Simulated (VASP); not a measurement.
# Ba (Fm-3m) in VASP: a series of runs

Runs on Ba. Level: PBE. Tasks: single point, relaxation of cell and atoms.

All numbers are computed with VASP 6.6.1; they aren't measurements. Logs are shortened: lines on timing, memory, paths and dates and some standing lists are left out, and cuts for length are marked.

**1. The cell of the first run**

It takes space group Fm-3m (No. 225, cubic). The conventional cell has a = 6.335 Å, b = 6.335 Å, c = 6.335 Å, α = 90.00°, β = 90.00°, γ = 90.00°. Ba (site symmetry m-3m) has 12 Ba at 4.48 Å within 5.9 Å.

**2. Single point, PBE**

File INCAR:

```
ALGO = Normal ; EDIFF = 1E-7
ENCUT = 520 ; GGA = PE
ISIF = 2 ; ISMEAR = -1
LASPH = T ; LCHARG = F
LREAL = F ; LWAVE = F
NBANDS = 11 ; NELM = 100
PREC = Accurate ; SIGMA = 0.05
```

File KPOINTS:

```
k-points
0
Gamma
  11 11 11
```

File POSCAR:

```
Ba
1.0
    0.0000000000      3.1675826059      3.1675826059
    3.1675826059      0.0000000000      3.1675826059
    3.1675826059      3.1675826059      0.0000000000
Ba
1
Direct
    0.0000000000      0.0000000000      0.0000000000
```

Potentials or basis: VASP PAW PBE potentials, release 64 (Ba_sv).

Run with:

```console
$ cat potpaw_PBE.64/Ba_sv/POTCAR > POTCAR
$ mpirun -np 1 vasp_std > vasp.out
```

OUTCAR:

```text
EDIFF = 1E-7
   ENCUT = 520
   GGA = PE
   ISIF = 2
   ISMEAR = -1
   LASPH = T
   LREAL = F
   NELM = 100
   PREC = Accurate

 ion  position               nearest neighbor table
   1  0.000  0.000  0.000-

  LATTYP: Found a face centered cubic cell.
 ALAT       =     6.3351652118

  Lattice vectors:

 A1 = (   0.0000000000,   3.1675826059,   3.1675826059)
 A2 = (   3.1675826059,   0.0000000000,   3.1675826059)
 A3 = (   3.1675826059,   3.1675826059,   0.0000000000)

Analysis of symmetry for initial positions (statically):
=====================================================================
 Subroutine PRICEL returns:
 Original cell was already a primitive cell.

 Routine SETGRP: Setting up the symmetry group for a
 face centered cubic supercell.

 Subroutine GETGRP returns: Found 48 space group operations
 (whereof 48 operations were pure point group operations)
 out of a pool of 48 trial point group operations.

The static configuration has the point symmetry O_h .

Analysis of symmetry for dynamics (positions and initial velocities):
=====================================================================
 Subroutine PRICEL returns:
 Original cell was already a primitive cell.

 Routine SETGRP: Setting up the symmetry group for a
 face centered cubic supercell.

 Subroutine GETGRP returns: Found 48 space group operations
 (whereof 48 operations were pure point group operations)
 out of a pool of 48 trial point group operations.

The dynamic configuration has the point symmetry O_h .

 Subroutine INISYM returns: Found 48 space group operations
 (whereof 48 operations are pure point group operations),
 and found     1 'primitive' translations

----------------------------------------------------------------------------------------

                                     Primitive cell

  volume of cell :      63.5644

  direct lattice vectors                    reciprocal lattice vectors
     0.000000000  3.167582606  3.167582606    -0.157849080  0.157849080  0.157849080
     3.167582606  0.000000000  3.167582606     0.157849080 -0.157849080  0.157849080
     3.167582606  3.167582606  0.000000000     0.157849080  0.157849080 -0.157849080

  length of vectors
     4.479638281  4.479638281  4.479638281     0.273402626  0.273402626  0.273402626

  position of ions in fractional coordinates (direct lattice)
     0.000000000  0.000000000  0.000000000

  ion indices of the primitive-cell ions
   primitive index   ion index
                 1           1

----------------------------------------------------------------------------------------

 KPOINTS: k-points

Automatic generation of k-mesh.
 Grid dimensions read from file:
 generate k-points for:   11   11   11

 Generating k-lattice:

  Cartesian coordinates                     Fractional coordinates (reciprocal lattice)
    -0.014349916  0.014349916  0.014349916     0.090909091  0.000000000  0.000000000
     0.014349916 -0.014349916  0.014349916     0.000000000  0.090909091  0.000000000
     0.014349916  0.014349916 -0.014349916     0.000000000  0.000000000  0.090909091

  Length of vectors
     0.024854784  0.024854784  0.024854784

  Shift w.r.t. Gamma in fractional coordinates (k-lattice)
     0.000000000  0.000000000  0.000000000

 Subroutine IBZKPT returns following result:
 ===========================================

 Found     56 irreducible k-points:

 Following reciprocal coordinates:
            Coordinates               Weight
  0.000000  0.000000  0.000000      1.000000
  0.090909  0.000000  0.000000      8.000000
  0.181818  0.000000  0.000000      8.000000
  0.272727  0.000000  0.000000      8.000000
  0.363636  0.000000  0.000000      8.000000
  0.454545  0.000000  0.000000      8.000000
[... 16 lines left out ...]
 -0.272727  0.181818  0.000000     24.000000
 -0.181818  0.181818  0.000000     12.000000
 [... further k-points ...]
   k-points           NKPTS =     56   k-points in BZ     NKDIM =     56   number of bands    NBANDS=     11
   number of dos      NEDOS =    301   number of ions     NIONS =      1
   total plane-waves  NPLWV =  46656
   dimension x,y,z NGX =    36 NGY =   36 NGZ =   36
   dimension x,y,z NGXF=    72 NGYF=   72 NGZF=   72
   ions per type =               1
   NGX,Y,Z   is equivalent  to a cutoff of  13.36, 13.36, 13.36 a.u.
   NGXF,Y,Z  is equivalent  to a cutoff of  26.72, 26.72, 26.72 a.u.
 SYSTEM =  unknown system
   PREC   = accura    normal or accurate (medium, high low for compatibility)
   ISTART =      0    job   : 0-new  1-cont  2-samecut
   ICHARG =      2    charge: 1-file 2-atom 10-const
   ISPIN  =      1    spin polarized calculation?
   LNONCOLLINEAR =      F non collinear calculations
   LSORBIT =      F    spin-orbit coupling
   LASPH  =      T    aspherical Exc in radial PAW
   ENCUT  =  520.0 eV  38.22 Ry    6.18 a.u.   8.33  8.33  8.33*2*pi/ulx,y,z
   NELM   =    100;   NELMIN=  2; NELMDL= -5     # of ELM steps
   EDIFF  = 0.1E-06   stopping-criterion for ELM
   LREAL  =      F    real-space projection
   EDIFFG = 0.1E-05   stopping-criterion for IOM
   NSW    =      0    number of steps for IOM
   IBRION =     -1    ionic relax: 0-MD 1-quasi-New 2-CG
   NFREE  =      0    steps in history (QN), initial steepest desc. (CG)
   ISIF   =      2    stress and relaxation
   ISYM   =      2    0-nonsym 1-usesym 2-fastsym
   POTIM  = 0.5000    time-step for ionic-motion
   TEBEG  =    0.0;   TEEND  =   0.0 temperature during run
   PSTRESS=    0.0 pullay stress
   NELECT =      10.0000    total number of electrons
   NUPDOWN=      -1.0000    fix difference up-down
   EMIN   =  10.00;   EMAX   =-10.00  energy-range for DOS
   EFERMI =   0.00;   METHOD = LEGACY
   ISMEAR =    -1;   SIGMA  =   0.05  broadening in eV -4-tet -1-fermi 0-gaus
   EFERMI_NEDOS =   21; number of points for ismear=-14 and -15
   IALGO  =     38    algorithm
   IMIX   =      4    mixing-type and parameters
     AMIX     =   0.40;   BMIX     =  1.00
     AMIX_MAG =   1.60;   BMIX_MAG =  1.00
  volume/ion in A,a.u.               =      63.56       428.95
  Fermi-wavevector in a.u.,A,eV,Ry     =   0.883765  1.670074 10.626706  0.781041
  Thomas-Fermi vector in A             =   2.004575
   LORBIT       =      0    0 simple, 1 ext, 2 COOP (PROOUT), +10 PAW based schemes
   GGA     = PE    functional components
   LHFCALC =     F    Hartree Fock is set to
   AEXX    =    0.0000 exact exchange contribution
   IVDW    =     0    specifies the selected vdW correction
   LEPSILON=     F    determine dielectric tensor
   LRPA    =     F    only Hartree local field effects (RPA)
 non-spin polarized calculation
  energy-cutoff  :      520.00
  volume of cell :       63.56
 maximum number of plane-waves:      1735
 NGX is ok and might be reduce to    36
   NGX = 17   NGY = 17   NGZ = 17

 number of electron      10.0000000 magnetization

 Free energy of the ion-electron system (eV)
  ---------------------------------------------------
  ext. energy  EPLUGINS =         0.00000000
  ---------------------------------------------------
  free energy    TOTEN  =        -1.89799079 eV

  energy without entropy =       -1.88486136  energy(sigma->0) =       -1.89142608

 E-fermi :   1.6633     XC(G=0):  -7.3792

 val. band max:        1.6435749731   @ k =   0.4545   0.3636   0.0000
 cond. band min:       1.6634796674   @ k =  -0.3636   0.3636   0.1818
 fundamental gap:      0.0199046944
 Fermi energy:         1.6632575694

 k-point     1 :       0.0000    0.0000    0.0000
  band No.  band energies     occupation
      1     -27.2611      2.00000
      2     -12.2206      2.00000
      3     -12.2206      2.00000
      4     -12.2206      2.00000
      5      -1.1317      2.00000
      6       3.4158      0.00000
      7       3.4158      0.00000
      8       3.4158      0.00000
      9       4.9642      0.00000
     10       4.9642      0.00000
     11       7.6300      0.00000

 k-point     2 :       0.0909    0.0000    0.0000
  band No.  band energies     occupation
      1     -27.2580      2.00000
      2     -12.2585      2.00000
      3     -12.2254      2.00000
      4     -12.2254      2.00000
      5      -0.9871      2.00000
      6       3.2390      0.00000
      7       3.4847      0.00000
      8       3.4847      0.00000
      9       4.8708      0.00000
     10       4.8708      0.00000
     11       7.9775      0.00000

 k-point     3 :       0.1818    0.0000    0.0000
  band No.  band energies     occupation
      1     -27.2499      2.00000
      2     -12.3578      2.00000
      3     -12.2380      2.00000
      4     -12.2380      2.00000
      5      -0.5873      2.00000
      6       2.8760      0.00000
      7       3.6037      0.00000
      8       3.6037      0.00000
      9       4.7701      0.00000
     10       4.7701      0.00000
     11       8.2038      0.00000

 k-point     4 :       0.2727    0.0000    0.0000
  band No.  band energies     occupation
      1     -27.2391      2.00000
      2     -12.4834      2.00000
      3     -12.2545      2.00000
      4     -12.2545      2.00000
      5      -0.0432      2.00000
      6       2.5797      0.00000
      7       3.5581      0.00000
      8       3.5581      0.00000
      9       5.0078      0.00000
     10       5.0078      0.00000
     11       7.6449      0.00000
[... 239 lines left out ...]
 k-point    22 :      -0.3636    0.1818    0.0000
  band No.  band energies     occupation
      1     -27.2198      2.00000
      2     -12.6028      2.00000
      3     -12.3782      2.00000
      4     -12.2900      2.00000
      5       1.1241      1.99996
      6       2.2732      0.00001
      7       2.7907      0.00000
      8       3.7165      0.00000
      9       5.3896      0.00000
     10       6.5180      0.00000
     11       7.5661      0.00000

 k-point    23 :      -0.2727    0.1818    0.0000
  band No.  band energies     occupation
      1     -27.2264      2.00000
      2     -12.5443      2.00000
      3     -12.3644      2.00000
      4     -12.2694      2.00000
      5       0.7518      2.00000
      6       2.3754      0.00000
      7       2.8311      0.00000
      8       3.8284      0.00000
      9       4.6881      0.00000
     10       6.3897      0.00000
     11       8.1783      0.00000

 k-point    24 :      -0.1818    0.1818    0.0000
  band No.  band energies     occupation
      1     -27.2355      2.00000
      2     -12.4716      2.00000
      3     -12.3250      2.00000
      4     -12.2502      2.00000
      5       0.1949      2.00000
      6       2.4826      0.00000
      7       3.1876      0.00000
      8       4.0523      0.00000
      9       4.1313      0.00000
     10       5.7562      0.00000
     11       8.6321      0.00000

 [... further k-points ...]
[... 5 lines left out ...]
  --------------------------------------------------------------------------------------
  -------------------------------------------------------------------------------------
  Total        0.0378171      0.0378171      0.0378171      0.0000000      0.0000000     -0.0000000
  in kB        0.9532008      0.9532008      0.9532008      0.0000000      0.0000000     -0.0000000
  external PRESSURE =       0.9532008 kB  Pullay stress =       0.0000000 kB

 VOLUME and BASIS-vectors are now :
 -----------------------------------------------------------------------------
  energy-cutoff  :      520.00
  volume of cell :       63.56
      direct lattice vectors                 reciprocal lattice vectors
     0.000000000  3.167582606  3.167582606    -0.157849080  0.157849080  0.157849080
     3.167582606  0.000000000  3.167582606     0.157849080 -0.157849080  0.157849080
     3.167582606  3.167582606  0.000000000     0.157849080  0.157849080 -0.157849080

 POSITION                                       TOTAL-FORCE (eV/Angst)
 -----------------------------------------------------------------------------------
      0.00000      0.00000      0.00000         0.000000      0.000000      0.000000
 -----------------------------------------------------------------------------------
    total drift:                               -0.000000      0.000000      0.000000

  FREE ENERGIE OF THE ION-ELECTRON SYSTEM (eV)
  ---------------------------------------------------
  free  energy   TOTEN  =        -1.8979907921 eV

  energy  without entropy=       -1.8848613621  energy(sigma->0) =       -1.89142608
```

Wall time 36 s (1 thread of Intel Xeon Platinum 8375C at 2.90GHz (Ice Lake), shared host); peak memory 0.21 GiB.

Results:

| Item | Value |
| --- | --- |
| Free energy | -1.8980 eV |
| Pressure | 0.1 GPa |
| Band gap on the k mesh | zero (band 5 reaches 1.76 eV, above the bottom of band 6 at 1.51 eV) |

Levels at points of the mesh, in eV from the Fermi level:
| k point | band 3 | band 4 | band 5 | band 6 | band 7 | band 8 |
| --- | --- | --- | --- | --- | --- | --- |
| (0.00, 0.00, 0.00) | -13.88 | -13.88 | -2.79 | 1.75 | 1.75 | 1.75 |

Caveat: spin-orbit coupling is left out, which moves the levels of the heavy elements.

**3. Single point, PBE**

File INCAR:

```
PREC = Accurate ; ENCUT = 520
EDIFF = 1E-6 ; ISMEAR = -1
SIGMA = 0.05 ; LREAL = False
LASPH = True ; NELM = 80
ALGO = Normal ; ISIF = 2
LWAVE = False ; LCHARG = False
GGA = PE ; NBANDS = 11
```

File KPOINTS:

```
Automatic mesh
0
Gamma
  11 11 11
```

File POSCAR:

```
Ba
1.0
    0.0000000000      3.1691322768      3.1691322768
    3.1691322768      0.0000000000      3.1691322768
    3.1691322768      3.1691322768      0.0000000000
Ba
1
Direct
    0.0000000000      0.0000000000      0.0000000000
```

Potentials or basis: VASP PAW PBE potentials, release 64 (Ba_sv).

Run with:

```console
$ cat potpaw_PBE.64/Ba_sv/POTCAR > POTCAR
$ mpirun -np 1 vasp_std > vasp.out
```

Wall time 39 s (1 thread of Intel Xeon Platinum 8375C at 2.90GHz (Ice Lake), shared host); peak memory 0.21 GiB.

It converged, with:

| Property | Result |
| --- | --- |
| Free energy | -1.8980 eV |
| Pressure | 0.1 GPa |
| Band gap on the k mesh | zero (band 5 reaches 1.75 eV, above the bottom of band 6 at 1.51 eV) |

Levels at points of the mesh, in eV from the Fermi level:
| k point | band 1 | band 2 | band 3 | band 4 | band 5 | band 6 | band 7 | band 8 | band 9 | band 10 |
| --- | --- | --- | --- | --- | --- | --- | --- | --- | --- | --- |
| (0.00, 0.00, 0.00) | -28.93 | -13.89 | -13.89 | -13.89 | -2.79 | 1.75 | 1.75 | 1.75 | 3.30 | 3.30 |

Caveat: spin-orbit coupling is left out, which moves the levels of the heavy elements.

**4. Relaxation of cell and atoms, PBE**

File INCAR:

```
PREC = Accurate
ENCUT = 600
EDIFF = 1E-6
ISMEAR = -1
SIGMA = 0.05
LREAL = F
LASPH = T
NELM = 60
ALGO = Normal
ISIF = 3
LWAVE = F
LCHARG = F
GGA = PE
IBRION = 2
NSW = 60
EDIFFG = -0.005
```

File KPOINTS:

```
regular mesh
0
Gamma
  11 11 11
```

File POSCAR:

```
Ba
1.0
    0.0000000000      3.1655483894      3.1655483894
    3.1655483894      0.0000000000      3.1655483894
    3.1655483894      3.1655483894      0.0000000000
Ba
1
Direct
    0.0000000000      0.0000000000      0.0000000000
```

Run with:

```console
$ cat potpaw_PBE.64/Ba_sv/POTCAR > POTCAR
$ mpirun -np 1 vasp_std > vasp.out
```

Run time: 65 s. Hardware: 1 thread of Intel Xeon Platinum 8375C at 2.90GHz (Ice Lake), shared host; peak memory 0.23 GiB.

It converged, with:

- Free energy: -1.8983 eV
- Relaxed volume: 64.36 Å³/atom
- Relaxed cell: a = 4.498 Å, b = 4.498 Å, c = 4.498 Å, α = 60.00°, β = 60.00°, γ = 60.00°
- Space group after relaxing (to 0.05 Å): Fm-3m (No. 225)
- Energy gained by relaxing: 0.3 meV/atom
- Ionic steps: 3
- Pressure after relaxing: 0.0 GPa
- Band gap on the k mesh: zero (band 5 reaches 1.71 eV, above the bottom of band 6 at 1.48 eV)

Step by step:
```
step  energy change (eV)  largest force (eV/Å)  pressure (GPa)  volume (Å³)
   1              0.0000                0.0000            0.12        63.44
   2             -0.0002                0.0000            0.06        63.87
   3             -0.0003                0.0000           -0.01        64.36
```

Final structure:
```
Ba
1.0
     0.00000    3.18077    3.18077
     3.18077    0.00000    3.18077
     3.18077    3.18077    0.00000
Ba
1
Direct
  0.00000 0.00000 0.00000
```

Levels at points of the mesh, in eV from the Fermi level:
```
           k point  band 3  band 4  band 5  band 6  band 7  band 8
(0.00, 0.00, 0.00)  -13.91  -13.91   -2.79    1.74    1.74    1.74
```

Caveat: spin-orbit coupling is left out, which moves the levels of the heavy elements.

**5. Relaxation of cell and atoms, PBE**

File INCAR:

```
SYSTEM = Ba
PREC = Accurate ; ENCUT = 600
EDIFF = 1E-6 ; ISMEAR = -1
SIGMA = 0.05 ; LREAL = .False.
LASPH = .True. ; NELM = 100
ALGO = Normal ; ISIF = 3
LWAVE = .False. ; LCHARG = .False.
GGA = PE ; IBRION = 2
NSW = 45 ; EDIFFG = -0.005
```

File KPOINTS:

```
regular mesh
0
Gamma
  11 11 11
  0 0 0
```

File POSCAR:

```
Ba
1.0
    0.0000000000      3.1675826059      3.1675826059
    3.1675826059      0.0000000000      3.1675826059
    3.1675826059      3.1675826059      0.0000000000
Ba
1
Direct
    0.0000000000      0.0000000000      0.0000000000
```

Run with:

```console
$ cat potpaw_PBE.64/Ba_sv/POTCAR > POTCAR
$ mpirun -np 1 vasp_std > vasp.out
```

Run time: 60 s. Hardware: 1 thread of Intel Xeon Platinum 8375C at 2.90GHz (Ice Lake), shared host; peak memory 0.22 GiB.

Results (log left out):

```
Free energy                            : -1.8983 eV
Relaxed volume                         : 64.35 Å³/atom
Relaxed cell                           : a = 4.498 Å, b = 4.498 Å, c = 4.498 Å, α = 60.00°, β = 60.00°, γ = 60.00°
Space group after relaxing (to 0.05 Å) : Fm-3m (No. 225)
Energy gained by relaxing              : 0.2 meV/atom
Ionic steps                            : 3
Pressure after relaxing                : 0.0 GPa
Band gap on the k mesh                 : zero (band 5 reaches 1.71 eV, above the bottom of band 6 at 1.48 eV)
```

The path:
```csv
step,energy change (eV),largest force (eV/Å),pressure (GPa),volume (Å³)
1,0.0000,0.0000,0.10,63.56
2,-0.0002,0.0000,0.05,63.93
3,-0.0002,0.0000,0.00,64.35
```

Final structure:
```
Ba
1.0
     0.00000    3.18063    3.18063
     3.18063    0.00000    3.18063
     3.18063    3.18063    0.00000
Ba
1
Cartesian
  0.0000 0.0000 0.0000
```

Levels at points of the mesh, in eV from the Fermi level:
```tsv
k point	band 3	band 4	band 5	band 6	band 7	band 8
(0.00, 0.00, 0.00)	-13.91	-13.91	-2.79	1.74	1.74	1.74
```

Caveat: spin-orbit coupling is left out, which moves the levels of the heavy elements.

**6. Overview**

| task | cell | cutoff (eV) | gap on the mesh (eV) | pressure (GPa) | relaxed volume (Å³/atom) |
| --- | --- | --- | --- | --- | --- |
| single point | a = 4.480 Å, angles 60.0°, 1 atom | 520 | none | 0.1 | - |
| single point | a = 4.482 Å, angles 60.0°, 1 atom | 520 | none | 0.1 | - |
| relaxation of cell and atoms | relaxed from a = 4.477 Å, angles 60.0°, 1 atom | 600 | none | 0.0 | 64.36 |
| relaxation of cell and atoms | relaxed from a = 4.480 Å, angles 60.0°, 1 atom | 600 | none | 0.0 | 64.35 |

Alike in all rows: level PBE; potentials or basis VASP PAW PBE potentials, release 64 (Ba_sv); no spin polarisation; k mesh 11 × 11 × 11; smearing fermi-dirac 0.05 eV.

Caveats: spin-orbit coupling is left out, which moves the levels of the heavy elements.

Absolute energies hang on the potentials; compare differences alone.
